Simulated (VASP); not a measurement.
A run of VASP 6.6.1 is set up as follows.

File INCAR:

```
PREC = Accurate
ENCUT = 520
EDIFF = 1E-7
ISMEAR = -1
SIGMA = 0.1
LREAL = F
LASPH = T
NELM = 100
ALGO = Normal
ISIF = 2
LWAVE = F
LCHARG = F
GGA = PS
NBANDS = 20
```

KPOINTS

```
regular mesh
0
Gamma
  10 10 10
```

File POSCAR:

```
Tl
1.0
    0.0000000000      2.9788963409      2.9788963409
    2.9788963409      0.0000000000      2.9788963409
    2.9788963409      2.9788963409      0.0000000000
Tl
2
Direct
   -0.1250000000     -0.1250000000     -0.1250000000
    0.1250000000      0.1250000000      0.1250000000
```

Potentials or basis: VASP PAW PBE potentials, release 64 (Tl_d).

Launch:

```bash
$ cat potpaw_PBE.64/Tl_d/POTCAR > POTCAR
$ mpirun -np 1 vasp_std > vasp.out
```

Q: What does it give for the band gap on the k mesh?

A: Zero (bands 13 and 14 overlap by 5.93 eV).

Q: What does it give for the pressure?

A: 26.8 GPa.

Caveat: the cell stands under pressure; the PAW data sets were made with another functional, which shifts forces and pressure a little; spin-orbit coupling is left out, which moves the levels of the heavy elements.
